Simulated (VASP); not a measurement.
# Ir (Fd-3m) in VASP: further runs

The runs below take Ir through single point, with LDA.

Program: VASP 6.6.1. These are calculated values, not measurements. Logs are shortened: lines on timing, memory, paths and dates and some standing lists are left out, and cuts for length are marked.

## 1. The cell of the first run

Symmetry: Fd-3m, No. 227, cubic system. Conventional cell: a = 5.549 Å, b = 5.549 Å, c = 5.549 Å, α = 90.00°, β = 90.00°, γ = 90.00°. Within 3.2 Å of Ir (site symmetry -43m) lie 4 Ir at 2.40 Å.

## 2. Single point, LDA (volume scaled by 1.04)

Contents of INCAR:

```
SYSTEM = Ir
  ALGO = Normal
  EDIFF = 1E-6
  ENCUT = 520
  GGA = CA
  ISIF = 2
  ISMEAR = -1
  LASPH = .True.
  LCHARG = .True.
  LELF = .True.
  LREAL = .False.
  LVHAR = .True.
  LWAVE = .False.
  NBANDS = 16
  NELM = 60
  PREC = Accurate
  SIGMA = 0.1
```

Contents of KPOINTS:

```
k-points
0
Gamma
  11 11 11
  0 0 0
```

Contents of POSCAR:

```
Ir
1.0
    0.0000000000      2.7745990206      2.7745990206
    2.7745990206      0.0000000000      2.7745990206
    2.7745990206      2.7745990206      0.0000000000
Ir
2
Direct
    0.1250000000      0.1250000000      0.1250000000
    0.8750000000      0.8750000000      0.8750000000
```

Potentials or basis: VASP PAW LDA potentials, release 64 (Ir).

Command:

```sh
> cat potpaw_LDA.64/Ir/POTCAR > POTCAR
> mpirun -np 1 vasp_std > vasp.out
```

OUTCAR:

```text
SYSTEM = Ir
   EDIFF = 1E-6
   ENCUT = 520
   GGA = CA
   ISIF = 2
   ISMEAR = -1
   LASPH = .True.
   LREAL = .False.
   NELM = 60
   PREC = Accurate

 ion  position               nearest neighbor table
   1  0.125  0.125  0.125-   2 2.40   2 2.40   2 2.40   2 2.40
   2  0.875  0.875  0.875-   1 2.40   1 2.40   1 2.40   1 2.40

  LATTYP: Found a face centered cubic cell.
 ALAT       =     5.5491980412

  Lattice vectors:

 A1 = (   0.0000000000,   2.7745990206,   2.7745990206)
 A2 = (   2.7745990206,   0.0000000000,   2.7745990206)
 A3 = (   2.7745990206,   2.7745990206,   0.0000000000)

Analysis of symmetry for initial positions (statically):
=====================================================================
 Subroutine PRICEL returns:
 Original cell was already a primitive cell.

 Routine SETGRP: Setting up the symmetry group for a
 face centered cubic supercell.

 Subroutine GETGRP returns: Found 48 space group operations
 (whereof 12 operations were pure point group operations)
 out of a pool of 48 trial point group operations.

The static configuration has the point symmetry D_3d.
 The point group associated with its full space group is O_h .

Analysis of symmetry for dynamics (positions and initial velocities):
=====================================================================
 Subroutine PRICEL returns:
 Original cell was already a primitive cell.

 Routine SETGRP: Setting up the symmetry group for a
 face centered cubic supercell.

 Subroutine GETGRP returns: Found 48 space group operations
 (whereof 12 operations were pure point group operations)
 out of a pool of 48 trial point group operations.

The dynamic configuration has the point symmetry D_3d.
 The point group associated with its full space group is O_h .

 Subroutine INISYM returns: Found 48 space group operations
 (whereof 12 operations are pure point group operations),
 and found     1 'primitive' translations

----------------------------------------------------------------------------------------

                                     Primitive cell

  volume of cell :      42.7199

  direct lattice vectors                    reciprocal lattice vectors
     0.000000000  2.774599021  2.774599021    -0.180206219  0.180206219  0.180206219
     2.774599021  0.000000000  2.774599021     0.180206219 -0.180206219  0.180206219
     2.774599021  2.774599021  0.000000000     0.180206219  0.180206219 -0.180206219

  length of vectors
[... 82 lines left out ...]
   EDIFF  = 0.1E-05   stopping-criterion for ELM
   LREAL  =      F    real-space projection
   EDIFFG = 0.1E-04   stopping-criterion for IOM
   NSW    =      0    number of steps for IOM
   IBRION =     -1    ionic relax: 0-MD 1-quasi-New 2-CG
   NFREE  =      0    steps in history (QN), initial steepest desc. (CG)
   ISIF   =      2    stress and relaxation
   ISYM   =      2    0-nonsym 1-usesym 2-fastsym
   POTIM  = 0.5000    time-step for ionic-motion
   TEBEG  =    0.0;   TEEND  =   0.0 temperature during run
   PSTRESS=    0.0 pullay stress
   NELECT =      18.0000    total number of electrons
   NUPDOWN=      -1.0000    fix difference up-down
   EMIN   =  10.00;   EMAX   =-10.00  energy-range for DOS
   EFERMI =   0.00;   METHOD = LEGACY
   ISMEAR =    -1;   SIGMA  =   0.10  broadening in eV -4-tet -1-fermi 0-gaus
   EFERMI_NEDOS =   21; number of points for ismear=-14 and -15
   IALGO  =     38    algorithm
   IMIX   =      4    mixing-type and parameters
     AMIX     =   0.40;   BMIX     =  1.00
     AMIX_MAG =   1.60;   BMIX_MAG =  1.00
  volume/ion in A,a.u.               =      21.36       144.14
  Fermi-wavevector in a.u.,A,eV,Ry     =   1.227313  2.319286 20.494427  1.506298
  Thomas-Fermi vector in A             =   2.362281
   LORBIT       =      0    0 simple, 1 ext, 2 COOP (PROOUT), +10 PAW based schemes
   GGA     = CA    functional components
   LHFCALC =     F    Hartree Fock is set to
   AEXX    =    0.0000 exact exchange contribution
   IVDW    =     0    specifies the selected vdW correction
   LEPSILON=     F    determine dielectric tensor
   LRPA    =     F    only Hartree local field effects (RPA)
 non-spin polarized calculation
  energy-cutoff  :      520.00
  volume of cell :       42.72
 maximum number of plane-waves:      1167
 NGX is ok and might be reduce to    30
   NGX = 15   NGY = 15   NGZ = 15

 number of electron      18.0000000 magnetization

 Free energy of the ion-electron system (eV)
  ---------------------------------------------------
  ext. energy  EPLUGINS =         0.00000000
  ---------------------------------------------------
  free energy    TOTEN  =       -18.22115977 eV

  energy without entropy =      -18.15206304  energy(sigma->0) =      -18.18661141

 E-fermi :   5.0926     XC(G=0): -11.4643

 val. band max:        5.0780658355   @ k =  -0.2727   0.2727   0.0000
 cond. band min:       5.1337619925   @ k =  -0.1818   0.1818   0.0000
 fundamental gap:      0.0556961570
 Fermi energy:         5.0926467995

 k-point     1 :       0.0000    0.0000    0.0000
  band No.  band energies     occupation
      1      -2.9307      2.00000
      2       0.0138      2.00000
      3       0.0138      2.00000
      4       0.4056      2.00000
      5       0.4056      2.00000
      6       0.4056      2.00000
[... 433 lines left out ...]
      3       0.0992      2.00000
      4       0.1334      2.00000
      5       0.5988      2.00000
      6       1.3907      2.00000
[... 8 lines left out ...]
     15      15.6600      0.00000
     16      17.7019      0.00000

 [... further k-points ...]

------------------------ aborting loop because EDIFF is reached ----------------------------------------

  FORCE on cell =-STRESS in cart. coord.  units (eV):
  Direction    XX          YY          ZZ          XY          YZ          ZX
  --------------------------------------------------------------------------------------
  -------------------------------------------------------------------------------------
  Total       -1.9923458     -1.9923458     -1.9923458     -0.0000000     -0.0000000     -0.0000000
  in kB      -74.7213337    -74.7213337    -74.7213337     -0.0000000     -0.0000000     -0.0000000
  external PRESSURE =     -74.7213337 kB  Pullay stress =       0.0000000 kB

 VOLUME and BASIS-vectors are now :
 -----------------------------------------------------------------------------
  energy-cutoff  :      520.00
  volume of cell :       42.72
      direct lattice vectors                 reciprocal lattice vectors
     0.000000000  2.774599021  2.774599021    -0.180206219  0.180206219  0.180206219
     2.774599021  0.000000000  2.774599021     0.180206219 -0.180206219  0.180206219
     2.774599021  2.774599021  0.000000000     0.180206219  0.180206219 -0.180206219

 POSITION                                       TOTAL-FORCE (eV/Angst)
 -----------------------------------------------------------------------------------
      0.69365      0.69365      0.69365         0.000000      0.000000     -0.000000
      4.85555      4.85555      4.85555        -0.000000     -0.000000      0.000000
 -----------------------------------------------------------------------------------
    total drift:                               -0.000000      0.000000      0.000000

  FREE ENERGIE OF THE ION-ELECTRON SYSTEM (eV)
  ---------------------------------------------------
  free  energy   TOTEN  =       -18.2211597734 eV

  energy  without entropy=      -18.1520630425  energy(sigma->0) =      -18.18661141
```

OSZICAR:

```text
N       E                     dE             d eps       ncg     rms          rms(c)
DAV:   1     0.132732815641E+03    0.13273E+03   -0.79557E+03  1792   0.106E+03
DAV:   2    -0.146019372783E+02   -0.14733E+03   -0.12921E+03  1800   0.282E+02
DAV:   3    -0.192938553851E+02   -0.46919E+01   -0.46066E+01  2368   0.586E+01
DAV:   4    -0.193460541444E+02   -0.52199E-01   -0.52183E-01  2024   0.588E+00
DAV:   5    -0.193474637640E+02   -0.14096E-02   -0.14096E-02  2472   0.950E-01    0.152E+01
DAV:   6    -0.183620087592E+02    0.98546E+00   -0.18279E+00  2448   0.155E+01    0.559E+00
DAV:   7    -0.182422937944E+02    0.11971E+00   -0.19129E-01  2624   0.424E+00    0.208E+00
DAV:   8    -0.182212086298E+02    0.21085E-01   -0.18957E-02  2016   0.110E+00    0.180E-01
DAV:   9    -0.182211573931E+02    0.51237E-04   -0.71511E-04  2176   0.202E-01    0.572E-02
DAV:  10    -0.182211593588E+02   -0.19657E-05   -0.34249E-05  2320   0.527E-02    0.826E-03
DAV:  11    -0.182211597734E+02   -0.41461E-06   -0.20779E-06  2080   0.152E-02
   1 F= -.18221160E+02 E0= -.18186611E+02  d E =-.690967E-01
```

It took 23 s on 1 thread of AMD EPYC 9R45 (Zen 5), shared host; peak memory 0.14 GiB.

Results:

```
Free energy            : -18.2212 eV
Pressure               : -7.5 GPa
Band gap on the k mesh : zero (band 9 reaches 6.07 eV, above the bottom of band 10 at 4.63 eV)
```

Levels at points of the mesh, in eV from the Fermi level:
| k point | band 7 | band 8 | band 9 | band 10 | band 11 | band 12 |
| --- | --- | --- | --- | --- | --- | --- |
| (0.00, 0.00, 0.00) | -1.76 | -1.76 | -1.76 | 0.83 | 0.83 | 10.90 |

Caveat: spin-orbit coupling is left out, which moves the levels of the heavy elements.

## 3. Single point, LDA (volume scaled by 1.08)

Contents of INCAR:

```
PREC     = Accurate       # precision mode
ENCUT    = 520            # plane-wave cutoff, eV
EDIFF    = 1E-7           # SCF threshold, eV
ISMEAR   = -1             # smearing method
SIGMA    = 0.1            # smearing width, eV
LREAL    = False          # projectors in reciprocal space
LASPH    = True           # aspherical terms in the spheres
NELM     = 100            # most SCF steps
ALGO     = Normal         # electronic algorithm
ISIF     = 2              # what is computed and relaxed
LWAVE    = False          # write WAVECAR
LCHARG   = False          # write CHGCAR
GGA      = CA             # functional
NBANDS   = 16             # bands
```

Contents of KPOINTS:

```
regular mesh
0
Gamma
  11 11 11
```

Contents of POSCAR:

```
Ir
1.0
    0.0000000000      2.8097242561      2.8097242561
    2.8097242561      0.0000000000      2.8097242561
    2.8097242561      2.8097242561      0.0000000000
Ir
2
Direct
    0.1250000000      0.1250000000      0.1250000000
    0.8750000000      0.8750000000      0.8750000000
```

Potentials or basis: VASP PAW LDA potentials, release 64 (Ir).

Command:

```sh
> cat potpaw_LDA.64/Ir/POTCAR > POTCAR
> mpirun -np 1 vasp_std > vasp.out
```

OUTCAR:

```text
PREC = Accurate
   ENCUT = 520
   EDIFF = 1E-7
   ISMEAR = -1
   LREAL = False
   LASPH = True
   NELM = 100
   ISIF = 2
   GGA = CA

 ion  position               nearest neighbor table
   1  0.125  0.125  0.125-   2 2.43   2 2.43   2 2.43   2 2.43
   2  0.875  0.875  0.875-   1 2.43   1 2.43   1 2.43   1 2.43

  LATTYP: Found a face centered cubic cell.
 ALAT       =     5.6194485122

  Lattice vectors:

 A1 = (   0.0000000000,   2.8097242561,   2.8097242561)
 A2 = (   2.8097242561,   0.0000000000,   2.8097242561)
 A3 = (   2.8097242561,   2.8097242561,   0.0000000000)

Analysis of symmetry for initial positions (statically):
=====================================================================
 Subroutine PRICEL returns:
 Original cell was already a primitive cell.

 Routine SETGRP: Setting up the symmetry group for a
 face centered cubic supercell.

 Subroutine GETGRP returns: Found 48 space group operations
 (whereof 12 operations were pure point group operations)
 out of a pool of 48 trial point group operations.

The static configuration has the point symmetry D_3d.
 The point group associated with its full space group is O_h .

Analysis of symmetry for dynamics (positions and initial velocities):
=====================================================================
 Subroutine PRICEL returns:
 Original cell was already a primitive cell.

 Routine SETGRP: Setting up the symmetry group for a
 face centered cubic supercell.

 Subroutine GETGRP returns: Found 48 space group operations
 (whereof 12 operations were pure point group operations)
 out of a pool of 48 trial point group operations.

The dynamic configuration has the point symmetry D_3d.
 The point group associated with its full space group is O_h .

 Subroutine INISYM returns: Found 48 space group operations
 (whereof 12 operations are pure point group operations),
 and found     1 'primitive' translations

[... 111 lines left out ...]
   IALGO  =     38    algorithm
   IMIX   =      4    mixing-type and parameters
     AMIX     =   0.40;   BMIX     =  1.00
     AMIX_MAG =   1.60;   BMIX_MAG =  1.00
  volume/ion in A,a.u.               =      22.18       149.69
  Fermi-wavevector in a.u.,A,eV,Ry     =   1.211970  2.290292 19.985216  1.468872
  Thomas-Fermi vector in A             =   2.347469
   LORBIT       =      0    0 simple, 1 ext, 2 COOP (PROOUT), +10 PAW based schemes
   GGA     = CA    functional components
   LHFCALC =     F    Hartree Fock is set to
   AEXX    =    0.0000 exact exchange contribution
   IVDW    =     0    specifies the selected vdW correction
   LEPSILON=     F    determine dielectric tensor
   LRPA    =     F    only Hartree local field effects (RPA)
 non-spin polarized calculation
  energy-cutoff  :      520.00
  volume of cell :       44.36
 maximum number of plane-waves:      1243
 NGX is ok and might be reduce to    30
   NGX = 15   NGY = 15   NGZ = 15

 number of electron      18.0000002 magnetization

 Free energy of the ion-electron system (eV)
  ---------------------------------------------------
  ext. energy  EPLUGINS =         0.00000000
  ---------------------------------------------------
  free energy    TOTEN  =       -18.11338042 eV

  energy without entropy =      -18.03847997  energy(sigma->0) =      -18.07593019

 E-fermi :   4.6391     XC(G=0): -11.2697

 val. band max:        4.6102685122   @ k =   0.3636   0.1818   0.0909
 cond. band min:       4.6410249110   @ k =  -0.2727   0.2727   0.0000
 fundamental gap:      0.0307563988
 Fermi energy:         4.6390727727

 k-point     1 :       0.0000    0.0000    0.0000
  band No.  band energies     occupation
      1      -3.1078      2.00000
      2      -0.1760      2.00000
      3      -0.1760      2.00000
      4       0.1550      2.00000
      5       0.1550      2.00000
      6       0.1550      2.00000
[... 433 lines left out ...]
      3      -0.1251      2.00000
      4      -0.0779      2.00000
      5       0.3536      2.00000
      6       1.1001      2.00000
[... 8 lines left out ...]
     15      15.1448      0.00000
     16      17.1021      0.00000

 [... further k-points ...]

------------------------ aborting loop because EDIFF is reached ----------------------------------------

  FORCE on cell =-STRESS in cart. coord.  units (eV):
  Direction    XX          YY          ZZ          XY          YZ          ZX
  --------------------------------------------------------------------------------------
  -------------------------------------------------------------------------------------
  Total       -3.7170321     -3.7170321     -3.7170321     -0.0000000      0.0000000      0.0000000
  in kB     -134.2411922   -134.2411922   -134.2411922     -0.0000000      0.0000000      0.0000000
  external PRESSURE =    -134.2411922 kB  Pullay stress =       0.0000000 kB

 VOLUME and BASIS-vectors are now :
 -----------------------------------------------------------------------------
  energy-cutoff  :      520.00
  volume of cell :       44.36
      direct lattice vectors                 reciprocal lattice vectors
     0.000000000  2.809724256  2.809724256    -0.177953406  0.177953406  0.177953406
     2.809724256  0.000000000  2.809724256     0.177953406 -0.177953406  0.177953406
     2.809724256  2.809724256  0.000000000     0.177953406  0.177953406 -0.177953406

 POSITION                                       TOTAL-FORCE (eV/Angst)
 -----------------------------------------------------------------------------------
      0.70243      0.70243      0.70243         0.000000      0.000000      0.000000
      4.91702      4.91702      4.91702        -0.000000     -0.000000     -0.000000
 -----------------------------------------------------------------------------------
    total drift:                               -0.000000      0.000000      0.000000

  FREE ENERGIE OF THE ION-ELECTRON SYSTEM (eV)
  ---------------------------------------------------
  free  energy   TOTEN  =       -18.1133804158 eV

  energy  without entropy=      -18.0384799710  energy(sigma->0) =      -18.07593019
```

stdout:

```text
POSCAR found type information on POSCAR Ir
 POSCAR found :  1 types and       2 ions
 scaLAPACK will be used
 LDA part: xc-table for (Slater(with rela. corr.)+CA(PZ))
 , standard interpolation
 POSCAR, INCAR and KPOINTS ok, starting setup
 FFT: planning ... GRIDC
 FFT: planning ... GRID_SOFT
 FFT: planning ... GRID
 WAVECAR not read
 entering main loop
```

It took 20 s on 1 thread of AMD EPYC 9R45 (Zen 5), shared host; peak memory 0.14 GiB.

Results:

| Property | Result |
| --- | --- |
| Free energy | -18.1134 eV |
| Pressure | -13.4 GPa |
| Band gap on the k mesh | zero (band 9 reaches 5.55 eV, above the bottom of band 10 at 4.20 eV) |

Caveat: spin-orbit coupling is left out, which moves the levels of the heavy elements.
